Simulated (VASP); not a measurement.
# Mg3ZnC (I4mm) in VASP: a series of runs

The runs below take Mg3ZnC through relaxation of cell and atoms, single point, with PBE.

Program: VASP 6.6.1. These are calculated values, not measurements. Logs are shortened: lines on timing, memory, paths and dates and some standing lists are left out, and cuts for length are marked.

### 1 The cell of the first run

Symmetry: I4mm, No. 107, tetragonal system. Conventional cell: a = 4.098 Å, b = 4.098 Å, c = 10.068 Å, α = 90.00°, β = 90.00°, γ = 90.00°. Mg (site symmetry 2mm) has 6 Mg at 2.46 to 2.90 Å and 2 C at 2.47 Å and 4 Zn at 3.24 to 3.25 Å within 3.3 Å. Within 3.2 Å of Mg (site symmetry 4mm) lie 1 C at 2.30 Å and 4 Mg at 2.46 Å and 4 Zn at 3.12 Å. Zn (site symmetry 4mm) has 13 Mg at 3.12 to 3.89 Å and 5 C at 3.12 to 3.88 Å and 4 Zn at 4.10 Å within 4.1 Å. C (site symmetry 4mm) has 5 Mg at 2.30 to 2.47 Å and 4 Zn at 3.12 Å within 3.2 Å.

### 2 Relaxation of cell and atoms, PBE

File INCAR:

```
PREC = Accurate ; ENCUT = 600
EDIFF = 1E-7 ; ISMEAR = 0
SIGMA = 0.1 ; LREAL = False
LASPH = True ; NELM = 100
ALGO = Normal ; ISIF = 3
LWAVE = False ; LCHARG = False
GGA = PE ; IBRION = 2
NSW = 90 ; EDIFFG = -0.04
```

File KPOINTS:

```
regular mesh
0
Gamma
  6 6 6
```

File POSCAR:

```
Mg3ZnC
1.0
   -2.0491455501      2.0491455501      5.0338555171
    2.0491455501     -2.0491455501      5.0338555171
    2.0491455501      2.0491455501     -5.0338555171
Mg Zn C
3 1 1
Direct
    0.8858000000      0.3858000000      0.5000000000
    0.3858000000      0.8858000000      0.5000000000
    0.7504000000      0.7504000000      0.0000000000
    0.1365000000      0.1365000000      0.0000000000
    0.5221000000      0.5221000000      0.0000000000
```

Potentials or basis: VASP PAW PBE potentials, release 64 (Mg, Zn, C).

Started as:

```
cat potpaw_PBE.64/Mg/POTCAR potpaw_PBE.64/Zn/POTCAR potpaw_PBE.64/C/POTCAR > POTCAR
mpirun -np 1 vasp_std > vasp.out
```

OUTCAR:

```text
PREC = Accurate
   ENCUT = 600
   EDIFF = 1E-7
   ISMEAR = 0
   LREAL = False
   LASPH = True
   NELM = 100
   ISIF = 3
   GGA = PE
   IBRION = 2
   NSW = 90
   EDIFFG = -0.04

 ion  position               nearest neighbor table
   1  0.886  0.386  0.500-   3 2.46   3 2.46   5 2.47   5 2.47   2 2.90   2 2.90   2 2.90   2 2.90
                             4 3.24   4 3.24   4 3.25   4 3.25
   2  0.386  0.886  0.500-   3 2.46   3 2.46   5 2.47   5 2.47   1 2.90   1 2.90   1 2.90   1 2.90
                             4 3.24   4 3.24   4 3.25   4 3.25
   3  0.750  0.750  0.000-   5 2.30   1 2.46   2 2.46   1 2.46   2 2.46   4 3.12   4 3.12   4 3.12
                             4 3.12
   4  0.136  0.136  0.000-   3 3.12   3 3.12   3 3.12   3 3.12   2 3.24   1 3.24   1 3.24   2 3.24
                             2 3.25   1 3.25   1 3.25   2 3.25
   5  0.522  0.522  0.000-   3 2.30   2 2.47   1 2.47   2 2.47   1 2.47

  LATTYP: Found a body centered tetragonal cell.
 ALAT       =     4.0982911002
 C/A-ratio  =     2.4565631840

  Lattice vectors:

 A1 = (  -2.0491455501,   2.0491455501,   5.0338555171)
 A2 = (   2.0491455501,  -2.0491455501,   5.0338555171)
 A3 = (   2.0491455501,   2.0491455501,  -5.0338555171)

Analysis of symmetry for initial positions (statically):
=====================================================================
 Subroutine PRICEL returns:
 Original cell was already a primitive cell.

 Routine SETGRP: Setting up the symmetry group for a
 body centered tetragonal supercell.

 Subroutine GETGRP returns: Found  8 space group operations
 (whereof  8 operations were pure point group operations)
 out of a pool of 16 trial point group operations.

The static configuration has the point symmetry C_4v.

Analysis of symmetry for dynamics (positions and initial velocities):
=====================================================================
 Subroutine PRICEL returns:
 Original cell was already a primitive cell.

 Routine SETGRP: Setting up the symmetry group for a
 body centered tetragonal supercell.

 Subroutine GETGRP returns: Found  8 space group operations
 (whereof  8 operations were pure point group operations)
 out of a pool of 16 trial point group operations.

The dynamic configuration has the point symmetry C_4v.

 Subroutine INISYM returns: Found  8 space group operations
 (whereof  8 operations are pure point group operations),
 and found     1 'primitive' translations

----------------------------------------------------------------------------------------

                                     Primitive cell

  volume of cell :      84.5486

  direct lattice vectors                    reciprocal lattice vectors
    -2.049145550  2.049145550  5.033855517     0.000000000  0.244004141  0.099327444
     2.049145550 -2.049145550  5.033855517     0.244004141  0.000000000  0.099327444
     2.049145550  2.049145550 -5.033855517     0.244004141  0.244004141  0.000000000

  length of vectors
     5.808415992  5.808415992  5.808415992     0.263446317  0.263446317  0.345073966

  position of ions in fractional coordinates (direct lattice)
     0.885800000  0.385800000  0.500000000
     0.385800000  0.885800000  0.500000000
     0.750400000  0.750400000  0.000000000
     0.136500000  0.136500000  0.000000000
     0.522100000  0.522100000  0.000000000

  ion indices of the primitive-cell ions
   primitive index   ion index
                 1           1
                 2           2
                 3           3
                 4           4
                 5           5

----------------------------------------------------------------------------------------

 KPOINTS: regular mesh

Automatic generation of k-mesh.
 Grid dimensions read from file:
 generate k-points for:    6    6    6

 Generating k-lattice:

  Cartesian coordinates                     Fractional coordinates (reciprocal lattice)
     0.000000000  0.040667357  0.016554574     0.166666667  0.000000000 -0.000000000
     0.040667357  0.000000000  0.016554574     0.000000000  0.166666667 -0.000000000
     0.040667357  0.040667357  0.000000000     0.000000000  0.000000000  0.166666667

  Length of vectors
     0.043907720  0.043907720  0.057512328

  Shift w.r.t. Gamma in fractional coordinates (k-lattice)
     0.000000000  0.000000000  0.000000000

 Subroutine IBZKPT returns following result:
 ===========================================

 Found     30 irreducible k-points:

 Following reciprocal coordinates:
            Coordinates               Weight
  0.000000  0.000000  0.000000      1.000000
  0.166667  0.000000 -0.000000      8.000000
  0.333333  0.000000 -0.000000      8.000000
  0.500000  0.000000 -0.000000      4.000000
  0.166667  0.166667 -0.000000      8.000000
  0.333333  0.166667 -0.000000     16.000000
[... 16 lines left out ...]
 -0.333333 -0.333333  0.166667      8.000000
 -0.166667 -0.333333  0.166667      8.000000
 [... further k-points ...]
   k-points           NKPTS =     30   k-points in BZ     NKDIM =     30   number of bands    NBANDS=     15
   number of dos      NEDOS =    301   number of ions     NIONS =      5
   total plane-waves  NPLWV = 110592
   dimension x,y,z NGX =    48 NGY =   48 NGZ =   48
   dimension x,y,z NGXF=    96 NGYF=   96 NGZF=   96
   ions per type =               3   1   1
   NGX,Y,Z   is equivalent  to a cutoff of  13.74, 13.74, 13.74 a.u.
   NGXF,Y,Z  is equivalent  to a cutoff of  27.48, 27.48, 27.48 a.u.
 SYSTEM =  unknown system
   PREC   = accura    normal or accurate (medium, high low for compatibility)
   ISTART =      0    job   : 0-new  1-cont  2-samecut
   ICHARG =      2    charge: 1-file 2-atom 10-const
   ISPIN  =      1    spin polarized calculation?
   LNONCOLLINEAR =      F non collinear calculations
   LSORBIT =      F    spin-orbit coupling
   LASPH  =      T    aspherical Exc in radial PAW
   ENCUT  =  600.0 eV  44.10 Ry    6.64 a.u.  11.60 11.60 11.60*2*pi/ulx,y,z
   NELM   =    100;   NELMIN=  2; NELMDL= -5     # of ELM steps
   EDIFF  = 0.1E-06   stopping-criterion for ELM
   LREAL  =      F    real-space projection
   EDIFFG = -.4E-01   stopping-criterion for IOM
   NSW    =     90    number of steps for IOM
   IBRION =      2    ionic relax: 0-MD 1-quasi-New 2-CG
   NFREE  =      1    steps in history (QN), initial steepest desc. (CG)
   ISIF   =      3    stress and relaxation
   ISYM   =      2    0-nonsym 1-usesym 2-fastsym
   POTIM  = 0.5000    time-step for ionic-motion
   TEBEG  =    0.0;   TEEND  =   0.0 temperature during run
   PSTRESS=    0.0 pullay stress
   NELECT =      22.0000    total number of electrons
   NUPDOWN=      -1.0000    fix difference up-down
   EMIN   =  10.00;   EMAX   =-10.00  energy-range for DOS
   EFERMI =   0.00;   METHOD = LEGACY
   ISMEAR =     0;   SIGMA  =   0.10  broadening in eV -4-tet -1-fermi 0-gaus
   EFERMI_NEDOS =   21; number of points for ismear=-14 and -15
   IALGO  =     38    algorithm
   IMIX   =      4    mixing-type and parameters
     AMIX     =   0.40;   BMIX     =  1.00
     AMIX_MAG =   1.60;   BMIX_MAG =  1.00
  volume/ion in A,a.u.               =      16.91       114.11
  Fermi-wavevector in a.u.,A,eV,Ry     =   1.045154  1.975055 14.862281  1.092347
  Thomas-Fermi vector in A             =   2.179937
   LORBIT       =      0    0 simple, 1 ext, 2 COOP (PROOUT), +10 PAW based schemes
   GGA     = PE    functional components
   LHFCALC =     F    Hartree Fock is set to
   AEXX    =    0.0000 exact exchange contribution
   IVDW    =     0    specifies the selected vdW correction
   LEPSILON=     F    determine dielectric tensor
   LRPA    =     F    only Hartree local field effects (RPA)
 conjugate gradient relaxation of ions
 non-spin polarized calculation
 Gauss-broadening in eV      SIGMA  =   0.10
  energy-cutoff  :      600.00
  volume of cell :       84.55
 maximum number of plane-waves:      2865
 NGX is ok and might be reduce to    48
   NGX = 23   NGY = 23   NGZ = 23

--------------------------------------- Ionic step        1  -------------------------------------------

 number of electron      22.0000002 magnetization

 Free energy of the ion-electron system (eV)
  ---------------------------------------------------
  ext. energy  EPLUGINS =         0.00000000
  ---------------------------------------------------
  free energy    TOTEN  =        -9.68341027 eV

  energy without entropy =       -9.66927543  energy(sigma->0) =       -9.67634285

------------------------ aborting loop because EDIFF is reached ----------------------------------------

  FORCE on cell =-STRESS in cart. coord.  units (eV):
  Direction    XX          YY          ZZ          XY          YZ          ZX
  --------------------------------------------------------------------------------------
  -------------------------------------------------------------------------------------
  Total        3.9193675      3.9193675      1.1692960      0.0000000      0.0000000      0.0000000
  in kB       74.2711609     74.2711609     22.1579058      0.0000000      0.0000000      0.0000000
  external PRESSURE =      56.9000758 kB  Pullay stress =       0.0000000 kB
[... 98 lines left out ...]
  FREE ENERGIE OF THE ION-ELECTRON SYSTEM (eV)
  ---------------------------------------------------
  free  energy   TOTEN  =       -11.9544992007 eV

  energy  without entropy=      -11.9390839697  energy(sigma->0) =      -11.94679159

[... ionic steps 4 to 28 ...]

--------------------------------------- Ionic step       29  -------------------------------------------

 number of electron      22.0000002 magnetization

------------------------ aborting loop because EDIFF is reached ----------------------------------------

  FORCE on cell =-STRESS in cart. coord.  units (eV):
  Direction    XX          YY          ZZ          XY          YZ          ZX
  --------------------------------------------------------------------------------------
  -------------------------------------------------------------------------------------
  Total        0.0100397      0.0100397     -0.0155281      0.0000000     -0.0000000      0.0000000
  in kB        0.1824297      0.1824297     -0.2821574      0.0000000     -0.0000000      0.0000000
  external PRESSURE =       0.0275673 kB  Pullay stress =       0.0000000 kB
[... 63 lines left out ...]
  energy  without entropy=      -13.5636264295  energy(sigma->0) =      -13.57261515

--------------------------------------- Ionic step       31  -------------------------------------------

 number of electron      22.0000002 magnetization

 Free energy of the ion-electron system (eV)
  ---------------------------------------------------
  ext. energy  EPLUGINS =         0.00000000
  ---------------------------------------------------
  free energy    TOTEN  =       -13.58193204 eV

  energy without entropy =      -13.56421435  energy(sigma->0) =      -13.57307319

 E-fermi :   2.8950     XC(G=0):  -9.3424

 val. band max:        2.8658643509   @ k =  -0.3333   0.3333   0.3333
 cond. band min:       2.9062082462   @ k =  -0.3333   0.5000   0.3333
 fundamental gap:      0.0403438952
 Fermi energy:         2.8949565854

 k-point     1 :       0.0000    0.0000    0.0000
  band No.  band energies     occupation
      1      -8.0320      2.00000
      2      -4.2144      2.00000
      3      -4.1719      2.00000
      4      -4.1271      2.00000
      5      -4.1115      2.00000
      6      -4.1115      2.00000
      7      -1.6469      2.00000
      8      -0.3522      2.00000
      9       0.7778      2.00000
     10       0.7778      2.00000
     11       3.5550      0.00000
     12       4.3713      0.00000
     13       4.3713      0.00000
     14       4.9925      0.00000
     15       6.0288      0.00000
[... 397 lines left out ...]
 k-point    24 :      -0.1667   -0.3333    0.1667
  band No.  band energies     occupation
      1      -7.8231      2.00000
      2      -4.1818      2.00000
      3      -4.1605      2.00000
      4      -4.1325      2.00000
      5      -4.1046      2.00000
      6      -4.0952      2.00000
      7      -2.6415      2.00000
      8      -0.3555      2.00000
      9       0.5905      2.00000
     10       1.1792      2.00000
     11       2.7342      1.97701
     12       4.2270      0.00000
     13       5.1992      0.00000
     14       6.3487      0.00000
     15       7.2036      0.00000

 [... further k-points ...]
[... 5 lines left out ...]
  --------------------------------------------------------------------------------------
  -------------------------------------------------------------------------------------
  Total       -0.0250545     -0.0250545     -0.0983272      0.0000000     -0.0000000      0.0000000
  in kB       -0.4557036     -0.4557036     -1.7884222      0.0000000     -0.0000000      0.0000000
  external PRESSURE =      -0.8999431 kB  Pullay stress =       0.0000000 kB
[... 20 lines left out ...]
  FREE ENERGIE OF THE ION-ELECTRON SYSTEM (eV)
  ---------------------------------------------------
  free  energy   TOTEN  =       -13.5819320383 eV

  energy  without entropy=      -13.5642143493  energy(sigma->0) =      -13.57307319

 reached required accuracy - stopping structural energy minimisation
```

Wall time 14 min (1 thread of Intel Xeon 6975P-C (Granite Rapids), shared host); peak memory 0.4 GiB.

Results:

```yaml
Free_energy: -13.5819 eV
Relaxed_volume: 17.62 Å³/atom
Relaxed_cell: a = 5.569 Å, b = 5.569 Å, c = 5.569 Å, α = 133.94°, β = 133.94°, γ = 67.18°
Space_group_after_relaxing_to_0.1_Å: I4mm (No. 107)
Energy_gained_by_relaxing: 779.7 meV/atom
Ionic_steps: 31
Pressure_after_relaxing: -0.1 GPa
Largest_force_after_relaxing: 0.014 eV/Å
Band_gap_on_the_k_mesh: zero (bands 11 and 12 overlap by 1.33 eV)
```

Forces on the atoms (eV/Å):
```
Mg   0.000  0.000  0.003
Mg   0.000  0.000  0.003
Mg   0.000  0.000 -0.008
Zn   0.000  0.000  0.014
C    0.000  0.000 -0.011
```

Stress tensor (GPa, compression positive):
```
-0.05  0.00  0.00
 0.00 -0.05  0.00
 0.00  0.00 -0.18
```

Step by step:
```csv
step,energy change (eV),largest force (eV/Å),pressure (GPa),volume (Å³)
1,0.0000,5.7140,5.69,84.55
2,-1.9423,1.8645,-1.03,92.09
3,-2.2711,3.3029,-2.12,97.00
4,-2.9899,0.7453,-2.38,95.86
5,-3.0988,0.9628,-1.29,95.15
6,-3.1001,0.9706,-1.13,95.07
7,-3.1790,0.5378,0.67,92.55
8,-3.1923,0.5453,1.99,90.99
9,-3.2566,0.6105,0.71,93.35
10,-3.2615,0.8668,0.28,94.27
11,-3.3261,0.5544,-1.48,96.64
12,-3.3530,0.4481,-3.32,99.45
13,-3.4057,0.4796,-3.31,98.57
14,-3.5785,0.5857,-3.27,95.95
15,-3.8458,0.7621,-0.86,90.75
16,-3.8007,0.4909,-2.61,92.81
17,-3.8537,0.3904,-1.86,91.66
18,-3.8580,0.3930,-1.61,91.37
19,-3.8582,0.4274,-1.43,91.21
20,-3.8871,0.2385,-0.14,89.08
21,-3.8904,0.1231,0.52,88.13
22,-3.8943,0.0840,0.14,88.61
23,-3.8946,0.1196,0.01,88.79
24,-3.8956,0.0736,-0.11,88.87
25,-3.8962,0.0513,-0.31,89.02
26,-3.8969,0.0614,-0.18,88.73
27,-3.8974,0.0774,0.04,88.28
28,-3.8978,0.0459,0.03,88.23
29,-3.8980,0.0498,0.00,88.17
30,-3.8982,0.0401,-0.01,88.15
31,-3.8985,0.0137,-0.09,88.09
```

Final structure:
```yaml
crystal:
  lattice:
    - [-2.17869, 2.17869, 4.63943]
    - [2.17869, -2.17869, 4.63943]
    - [2.17869, 2.17869, -4.63943]
  atoms:
    - { symbol: Mg, position: [0.93860, 0.43860, 0.50000] }
    - { symbol: Mg, position: [0.43860, 0.93860, 0.50000] }
    - { symbol: Mg, position: [0.66647, 0.66647, 0.00000] }
    - { symbol: Zn, position: [0.20559, 0.20559, 0.00000] }
    - { symbol: C, position: [0.43134, 0.43134, 0.00000] }
```

[end of part 1 of 3]

The gap in the log of VASP goes by the Fermi energy; the results here count the filled bands.